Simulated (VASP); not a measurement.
# GaN (F-43m) in VASP: settings compared

The runs below take GaN through single point, relaxation of cell and atoms, with r2SCAN+rVV10, r2SCAN, RPBE.

Program: VASP 6.6.1. These are calculated values, not measurements. Logs are shortened: lines on timing, memory, paths and dates and some standing lists are left out, and cuts for length are marked.

## (1) The cell of the first run

Symmetry: F-43m, No. 216, cubic system. Conventional cell: a = 4.488 Å, b = 4.488 Å, c = 4.488 Å, α = 90.00°, β = 90.00°, γ = 90.00°. Within 2.6 Å of Ga (site symmetry -43m) lie 4 N at 1.94 Å. Within 2.6 Å of N (site symmetry -43m) lie 4 Ga at 1.94 Å.

## (2) Single point, r2SCAN+rVV10

Contents of POSCAR:

```
GaN
1.0
    0.0000000000      2.2441938351      2.2441938351
    2.2441938351      0.0000000000      2.2441938351
    2.2441938351      2.2441938351      0.0000000000
Ga N
1 1
Direct
    0.0000000000      0.0000000000      0.0000000000
    0.2500000000      0.2500000000      0.2500000000
```

Contents of INCAR.step1:

```
ALGO = Normal
EDIFF = 1E-4
ENCUT = 520
GGA = PE
ISMEAR = -1
LASPH = True
LCHARG = False
LREAL = False
LWAVE = True
NBANDS = 16
NELM = 80
PREC = Accurate
SIGMA = 0.05
```

Contents of INCAR.step2:

```
ALGO = Normal
BPARAM = 11.95
CPARAM = 0.0093
EDIFF = 1E-6
ENCUT = 520
ISIF = 2
ISMEAR = -1
ISTART = 1
IVDW_NL = 2
LASPH = True
LCHARG = False
LMIXTAU = True
LREAL = False
LUSE_VDW = True
LWAVE = False
METAGGA = R2SCAN
NBANDS = 16
NELM = 80
PREC = Accurate
SIGMA = 0.05
```

Contents of KPOINTS:

```
k-points
0
Gamma
  10 10 10
```

Potentials or basis: VASP PAW PBE potentials, release 64 (Ga_d, N).

Run with:

```sh
cat potpaw_PBE.64/Ga_d/POTCAR potpaw_PBE.64/N/POTCAR > POTCAR
cp INCAR.step1 INCAR
mpirun -np 1 vasp_std > vasp.out
cp INCAR.step2 INCAR
mpirun -np 1 vasp_std > vasp.out
```

OUTCAR:

```text
BPARAM = 11.95
   EDIFF = 1E-6
   ENCUT = 520
   ISIF = 2
   ISMEAR = -1
   ISTART = 1
   IVDW_NL = 2
   LASPH = True
   LREAL = False
   METAGGA = R2SCAN
   NELM = 80
   PREC = Accurate

 ion  position               nearest neighbor table
   1  0.000  0.000  0.000-   2 1.94   2 1.94   2 1.94   2 1.94
   2  0.250  0.250  0.250-   1 1.94   1 1.94   1 1.94   1 1.94

  LATTYP: Found a face centered cubic cell.
 ALAT       =     4.4883876702

  Lattice vectors:

 A1 = (   0.0000000000,   2.2441938351,   2.2441938351)
 A2 = (   2.2441938351,   0.0000000000,   2.2441938351)
 A3 = (   2.2441938351,   2.2441938351,   0.0000000000)

Analysis of symmetry for initial positions (statically):
=====================================================================
 Subroutine PRICEL returns:
 Original cell was already a primitive cell.

 Routine SETGRP: Setting up the symmetry group for a
 face centered cubic supercell.

 Subroutine GETGRP returns: Found 24 space group operations
 (whereof 24 operations were pure point group operations)
 out of a pool of 48 trial point group operations.

The static configuration has the point symmetry T_d .

Analysis of symmetry for dynamics (positions and initial velocities):
=====================================================================
 Subroutine PRICEL returns:
 Original cell was already a primitive cell.

 Routine SETGRP: Setting up the symmetry group for a
 face centered cubic supercell.

 Subroutine GETGRP returns: Found 24 space group operations
 (whereof 24 operations were pure point group operations)
 out of a pool of 48 trial point group operations.

The dynamic configuration has the point symmetry T_d .

 Subroutine INISYM returns: Found 24 space group operations
 (whereof 24 operations are pure point group operations),
 and found     1 'primitive' translations

----------------------------------------------------------------------------------------

                                     Primitive cell

  volume of cell :      22.6053

  direct lattice vectors                    reciprocal lattice vectors
     0.000000000  2.244193835  2.244193835    -0.222797154  0.222797154  0.222797154
     2.244193835  0.000000000  2.244193835     0.222797154 -0.222797154  0.222797154
     2.244193835  2.244193835  0.000000000     0.222797154  0.222797154 -0.222797154

  length of vectors
     3.173769358  3.173769358  3.173769358     0.385895991  0.385895991  0.385895991

  position of ions in fractional coordinates (direct lattice)
     0.000000000  0.000000000  0.000000000
     0.250000000  0.250000000  0.250000000

  ion indices of the primitive-cell ions
   primitive index   ion index
                 1           1
                 2           2

----------------------------------------------------------------------------------------

 KPOINTS: k-points

Automatic generation of k-mesh.
 Grid dimensions read from file:
 generate k-points for:   10   10   10

 Generating k-lattice:

  Cartesian coordinates                     Fractional coordinates (reciprocal lattice)
    -0.022279715  0.022279715  0.022279715     0.100000000  0.000000000  0.000000000
     0.022279715 -0.022279715  0.022279715     0.000000000  0.100000000  0.000000000
     0.022279715  0.022279715 -0.022279715     0.000000000  0.000000000  0.100000000

  Length of vectors
     0.038589599  0.038589599  0.038589599

  Shift w.r.t. Gamma in fractional coordinates (k-lattice)
     0.000000000  0.000000000  0.000000000

 Subroutine IBZKPT returns following result:
 ===========================================

 Found     47 irreducible k-points:

 Following reciprocal coordinates:
            Coordinates               Weight
  0.000000  0.000000  0.000000      1.000000
  0.100000  0.000000  0.000000      8.000000
  0.200000  0.000000  0.000000      8.000000
  0.300000  0.000000  0.000000      8.000000
  0.400000  0.000000  0.000000      8.000000
  0.500000  0.000000  0.000000      4.000000
[... 16 lines left out ...]
  0.300000  0.300000  0.000000      6.000000
  0.400000  0.300000  0.000000     24.000000
 [... further k-points ...]
   k-points           NKPTS =     47   k-points in BZ     NKDIM =     47   number of bands    NBANDS=     16
   number of dos      NEDOS =    301   number of ions     NIONS =      2
   total plane-waves  NPLWV =  13824
   dimension x,y,z NGX =    24 NGY =   24 NGZ =   24
   dimension x,y,z NGXF=    48 NGYF=   48 NGZF=   48
   ions per type =               1   1
   NGX,Y,Z   is equivalent  to a cutoff of  12.57, 12.57, 12.57 a.u.
   NGXF,Y,Z  is equivalent  to a cutoff of  25.14, 25.14, 25.14 a.u.
 SYSTEM =  unknown system
   PREC   = accura    normal or accurate (medium, high low for compatibility)
   ISTART =      1    job   : 0-new  1-cont  2-samecut
   ICHARG =      0    charge: 1-file 2-atom 10-const
   ISPIN  =      1    spin polarized calculation?
   LNONCOLLINEAR =      F non collinear calculations
   LSORBIT =      F    spin-orbit coupling
   LASPH  =      T    aspherical Exc in radial PAW
   ENCUT  =  520.0 eV  38.22 Ry    6.18 a.u.   5.90  5.90  5.90*2*pi/ulx,y,z
   NELM   =     80;   NELMIN=  2; NELMDL=  0     # of ELM steps
   EDIFF  = 0.1E-05   stopping-criterion for ELM
   LREAL  =      F    real-space projection
   EDIFFG = 0.1E-04   stopping-criterion for IOM
   NSW    =      0    number of steps for IOM
   IBRION =     -1    ionic relax: 0-MD 1-quasi-New 2-CG
   NFREE  =      0    steps in history (QN), initial steepest desc. (CG)
   ISIF   =      2    stress and relaxation
   ISYM   =      2    0-nonsym 1-usesym 2-fastsym
   POTIM  = 0.5000    time-step for ionic-motion
   TEBEG  =    0.0;   TEEND  =   0.0 temperature during run
   PSTRESS=    0.0 pullay stress
   NELECT =      18.0000    total number of electrons
   NUPDOWN=      -1.0000    fix difference up-down
   EMIN   =  10.00;   EMAX   =-10.00  energy-range for DOS
   EFERMI =   0.00;   METHOD = LEGACY
   ISMEAR =    -1;   SIGMA  =   0.05  broadening in eV -4-tet -1-fermi 0-gaus
   EFERMI_NEDOS =   21; number of points for ismear=-14 and -15
   IALGO  =     38    algorithm
   IMIX   =      4    mixing-type and parameters
     AMIX     =   0.40;   BMIX     =  1.00
     AMIX_MAG =   1.60;   BMIX_MAG =  1.00
  volume/ion in A,a.u.               =      11.30        76.27
  Fermi-wavevector in a.u.,A,eV,Ry     =   1.517383  2.867439 31.326763  2.302452
  Thomas-Fermi vector in A             =   2.626646
   LORBIT       =      0    0 simple, 1 ext, 2 COOP (PROOUT), +10 PAW based schemes
   METAGGA = R2SCAN    functional components
   LHFCALC =     F    Hartree Fock is set to
   AEXX    =    0.0000 exact exchange contribution
   IVDW_NL    =     2    kernel type
   BPARAM     =11.9500
   IVDW    =     0    specifies the selected vdW correction
   LEPSILON=     F    determine dielectric tensor
   LRPA    =     F    only Hartree local field effects (RPA)
 non-spin polarized calculation
  energy-cutoff  :      520.00
  volume of cell :       22.61
 maximum number of plane-waves:       620
   NGX = 11   NGY = 11   NGZ = 11

 number of electron      18.0000012 magnetization

 Free energy of the ion-electron system (eV)
  ---------------------------------------------------
  ext. energy  EPLUGINS =         0.00000000
  ---------------------------------------------------
  free energy    TOTEN  =       -21.40103067 eV

  energy without entropy =      -21.40103067  energy(sigma->0) =      -21.40103067

 E-fermi :   6.1971     XC(G=0): -12.7591

 val. band max:        5.1365844977   @ k =   0.0000   0.0000   0.0000
 cond. band min:       7.3051285285   @ k =   0.0000   0.0000   0.0000
 fundamental gap:      2.1685440309
 Fermi energy:         6.1971311699

 k-point     1 :       0.0000    0.0000    0.0000
  band No.  band energies     occupation
      1     -11.7097      2.00000
      2      -8.6809      2.00000
      3      -8.6809      2.00000
      4      -8.6809      2.00000
      5      -8.3154      2.00000
      6      -8.3154      2.00000
[... 8 lines left out ...]
     15      24.9050      0.00000
     16      24.9050      0.00000

 k-point     2 :       0.1000    0.0000    0.0000
  band No.  band energies     occupation
      1     -11.5956      2.00000
      2      -8.6662      2.00000
      3      -8.6661      2.00000
      4      -8.6418      2.00000
      5      -8.3167      2.00000
      6      -8.3167      2.00000
[... 8 lines left out ...]
     15      23.4914      0.00000
     16      23.5832      0.00000

 k-point     3 :       0.2000    0.0000    0.0000
  band No.  band energies     occupation
      1     -11.3018      2.00000
      2      -8.6314      2.00000
      3      -8.6314      2.00000
      4      -8.4837      2.00000
      5      -8.3156      2.00000
      6      -8.3155      2.00000
[... 8 lines left out ...]
     15      22.7014      0.00000
     16      22.7014      0.00000

 k-point     4 :       0.3000    0.0000    0.0000
  band No.  band energies     occupation
      1     -10.9691      2.00000
      2      -8.5992      2.00000
      3      -8.5992      2.00000
      4      -8.3022      2.00000
      5      -8.3022      2.00000
      6      -8.1101      2.00000
[... 8 lines left out ...]
     15      23.2728      0.00000
     16      23.2728      0.00000
[... 324 lines left out ...]
 k-point    22 :      -0.2000    0.2000    0.0000
  band No.  band energies     occupation
      1     -10.8658      2.00000
      2      -8.5784      2.00000
      3      -8.5677      2.00000
      4      -8.3385      2.00000
      5      -8.3349      2.00000
      6      -7.9372      2.00000
[... 8 lines left out ...]
     15      23.5534      0.00000
     16      26.8045      0.00000

 k-point    23 :       0.3000    0.3000    0.0000
  band No.  band energies     occupation
      1     -10.7647      2.00000
      2      -8.5064      2.00000
      3      -8.4748      2.00000
      4      -8.4748      2.00000
      5      -8.2616      2.00000
      6      -7.9340      2.00000
[... 8 lines left out ...]
     15      28.0616      0.00000
     16      28.8243      0.00000

 k-point    24 :       0.4000    0.3000    0.0000
  band No.  band energies     occupation
      1     -10.6114      2.00000
      2      -8.5250      2.00000
      3      -8.4361      2.00000
      4      -8.4332      2.00000
      5      -8.2513      2.00000
      6      -7.5137      2.00000
[... 8 lines left out ...]
     15      28.5612      0.00000
     16      28.6678      0.00000

 [... further k-points ...]
[... 5 lines left out ...]
  --------------------------------------------------------------------------------------
  -------------------------------------------------------------------------------------
  Total        0.1728509      0.1728509      0.1728509     -0.0000000      0.0000000     -0.0000000
  in kB       12.2509862     12.2509862     12.2509862     -0.0000000      0.0000000     -0.0000000
  external PRESSURE =      12.2509862 kB  Pullay stress =       0.0000000 kB

 VOLUME and BASIS-vectors are now :
 -----------------------------------------------------------------------------
  energy-cutoff  :      520.00
  volume of cell :       22.61
      direct lattice vectors                 reciprocal lattice vectors
     0.000000000  2.244193835  2.244193835    -0.222797154  0.222797154  0.222797154
     2.244193835  0.000000000  2.244193835     0.222797154 -0.222797154  0.222797154
     2.244193835  2.244193835  0.000000000     0.222797154  0.222797154 -0.222797154

 POSITION                                       TOTAL-FORCE (eV/Angst)
 -----------------------------------------------------------------------------------
      0.00000      0.00000      0.00000        -0.000000      0.000000      0.000000
      1.12210      1.12210      1.12210         0.000000     -0.000000     -0.000000
 -----------------------------------------------------------------------------------
    total drift:                                0.000007      0.000007      0.000008

  FREE ENERGIE OF THE ION-ELECTRON SYSTEM (eV)
  ---------------------------------------------------
  free  energy   TOTEN  =       -21.4010306745 eV

  energy  without entropy=      -21.4010306745  energy(sigma->0) =      -21.40103067
```

Wall time 73 s (1 thread of Intel Xeon Platinum 8259CL at 2.50GHz (Skylake/Cascade Lake), shared host); peak memory 0.22 GiB.

What came out:

```yaml
Free_energy: -21.4010 eV
Pressure: 1.2 GPa
Band_gap_on_the_k_mesh: 2.17 eV, direct
```

Caveat: the PAW data sets were made with another functional, which shifts forces and pressure a little. r2SCAN opens gaps a little over a GGA but as a rule still falls short of measured ones.

## (3) Single point, r2SCAN

This run uses another cell than the first one, of 11.21 Å³/atom, 0.992 times its volume.

Contents of POSCAR:

```
GaN
1.0
    0.0000000000      2.2383759866      2.2383759866
    2.2383759866      0.0000000000      2.2383759866
    2.2383759866      2.2383759866      0.0000000000
Ga N
1 1
Direct
    0.0000000000      0.0000000000      0.0000000000
    0.2500000000      0.2500000000      0.2500000000
```

Contents of INCAR.step1:

```
SYSTEM = GaN
ALGO = Normal
EDIFF = 1E-4
ENCUT = 520
GGA = PE
ISMEAR = -1
LASPH = .TRUE.
LCHARG = .FALSE.
LREAL = .FALSE.
LWAVE = .TRUE.
NBANDS = 16
NELM = 60
PREC = Accurate
SIGMA = 0.05
```

Contents of INCAR.step2:

```
SYSTEM = GaN
ALGO = Normal
EDIFF = 1E-6
ENCUT = 520
ISIF = 2
ISMEAR = -1
ISTART = 1
LASPH = .TRUE.
LCHARG = .FALSE.
LMIXTAU = .TRUE.
LREAL = .FALSE.
LWAVE = .FALSE.
METAGGA = R2SCAN
NBANDS = 16
NELM = 60
PREC = Accurate
SIGMA = 0.05
```

Contents of KPOINTS:

```
k-points
0
G
  10 10 10
  0 0 0
```

Potentials or basis: VASP PAW PBE potentials, release 64 (Ga_d, N).

Run with:

```sh
cat potpaw_PBE.64/Ga_d/POTCAR potpaw_PBE.64/N/POTCAR > POTCAR
cp INCAR.step1 INCAR
mpirun -np 1 vasp_std > vasp.out
cp INCAR.step2 INCAR
mpirun -np 1 vasp_std > vasp.out
```

OUTCAR:

```text
SYSTEM = GaN
   EDIFF = 1E-6
   ENCUT = 520
   ISIF = 2
   ISMEAR = -1
   ISTART = 1
   LASPH = .TRUE.
   LREAL = .FALSE.
   METAGGA = R2SCAN
   NELM = 60
   PREC = Accurate

 ion  position               nearest neighbor table
   1  0.000  0.000  0.000-   2 1.94   2 1.94   2 1.94   2 1.94
   2  0.250  0.250  0.250-   1 1.94   1 1.94   1 1.94   1 1.94

  LATTYP: Found a face centered cubic cell.
 ALAT       =     4.4767519732

  Lattice vectors:

 A1 = (   0.0000000000,   2.2383759866,   2.2383759866)
 A2 = (   2.2383759866,   0.0000000000,   2.2383759866)
 A3 = (   2.2383759866,   2.2383759866,   0.0000000000)

Analysis of symmetry for initial positions (statically):
=====================================================================
 Subroutine PRICEL returns:
 Original cell was already a primitive cell.

 Routine SETGRP: Setting up the symmetry group for a
 face centered cubic supercell.

 Subroutine GETGRP returns: Found 24 space group operations
 (whereof 24 operations were pure point group operations)
 out of a pool of 48 trial point group operations.

The static configuration has the point symmetry T_d .

[... 153 lines left out ...]
  ext. energy  EPLUGINS =         0.00000000
  ---------------------------------------------------
  free energy    TOTEN  =       -21.89103751 eV

  energy without entropy =      -21.89103751  energy(sigma->0) =      -21.89103751

 E-fermi :   6.2986     XC(G=0): -12.7544

 val. band max:        5.2384969668   @ k =   0.0000   0.0000   0.0000
 cond. band min:       7.4924150849   @ k =   0.0000   0.0000   0.0000
 fundamental gap:      2.2539181181
 Fermi energy:         6.2986496359

 k-point     1 :       0.0000    0.0000    0.0000
  band No.  band energies     occupation
      1     -11.6686      2.00000
      2      -8.6091      2.00000
      3      -8.6091      2.00000
      4      -8.6091      2.00000
      5      -8.2358      2.00000
      6      -8.2358      2.00000
[... 433 lines left out ...]
      3      -8.3593      2.00000
      4      -8.3562      2.00000
      5      -8.1705      2.00000
      6      -7.4302      2.00000
[... 8 lines left out ...]
     15      28.7709      0.00000
     16      28.9402      0.00000

 [... further k-points ...]
[... 5 lines left out ...]
  --------------------------------------------------------------------------------------
  -------------------------------------------------------------------------------------
  Total        0.5559370      0.5559370      0.5559370      0.0000000      0.0000000      0.0000000
  in kB       39.7106521     39.7106521     39.7106521      0.0000000      0.0000000      0.0000000
  external PRESSURE =      39.7106521 kB  Pullay stress =       0.0000000 kB

 VOLUME and BASIS-vectors are now :
 -----------------------------------------------------------------------------
  energy-cutoff  :      520.00
  volume of cell :       22.43
      direct lattice vectors                 reciprocal lattice vectors
     0.000000000  2.238375987  2.238375987    -0.223376235  0.223376235  0.223376235
     2.238375987  0.000000000  2.238375987     0.223376235 -0.223376235  0.223376235
     2.238375987  2.238375987  0.000000000     0.223376235  0.223376235 -0.223376235

 POSITION                                       TOTAL-FORCE (eV/Angst)
 -----------------------------------------------------------------------------------
      0.00000      0.00000      0.00000         0.000000      0.000000     -0.000000
      1.11919      1.11919      1.11919        -0.000000     -0.000000      0.000000
 -----------------------------------------------------------------------------------
    total drift:                                0.000007      0.000007      0.000008

  FREE ENERGIE OF THE ION-ELECTRON SYSTEM (eV)
  ---------------------------------------------------
  free  energy   TOTEN  =       -21.8910375098 eV

  energy  without entropy=      -21.8910375098  energy(sigma->0) =      -21.89103751
```

OSZICAR.step1:

```text
N       E                     dE             d eps       ncg     rms          rms(c)
DAV:   1     0.831110806107E+02    0.83111E+02   -0.94040E+03  1688   0.203E+03
DAV:   2    -0.816730443946E+01   -0.91278E+02   -0.84920E+02  1752   0.339E+02
DAV:   3    -0.140884120902E+02   -0.59211E+01   -0.58958E+01  1696   0.715E+01
DAV:   4    -0.141556580833E+02   -0.67246E-01   -0.67230E-01  1920   0.803E+00
DAV:   5    -0.141565667731E+02   -0.90869E-03   -0.90868E-03  1760   0.837E-01    0.779E+00
DAV:   6    -0.121199229623E+02    0.20366E+01   -0.48798E+00  2280   0.403E+01    0.268E+00
DAV:   7    -0.121302388175E+02   -0.10316E-01   -0.33037E-01  1656   0.652E+00    0.178E+00
DAV:   8    -0.121265474834E+02    0.36913E-02   -0.54320E-02  1752   0.331E+00    0.761E-01
DAV:   9    -0.121225152317E+02    0.40323E-02   -0.14439E-02  2264   0.281E+00    0.189E-01
DAV:  10    -0.121228443938E+02   -0.32916E-03   -0.15567E-03  1792   0.564E-01    0.889E-02
DAV:  11    -0.121227419402E+02    0.10245E-03   -0.26943E-04  1504   0.257E-01    0.949E-03
DAV:  12    -0.121227486742E+02   -0.67340E-05   -0.48328E-05   792   0.833E-02
   1 F= -.12122749E+02 E0= -.12122749E+02  d E =-.850418E-10
```

It took 44 s on 1 thread of Intel Xeon Platinum 8259CL at 2.50GHz (Skylake/Cascade Lake), shared host; peak memory 0.15 GiB.

Results:

* Free energy: -21.8910 eV
* Pressure: 4.0 GPa
* Band gap on the k mesh: 2.25 eV, direct

Caveat: the PAW data sets were made with another functional, which shifts forces and pressure a little.

(Continued in part 2 of 2.)
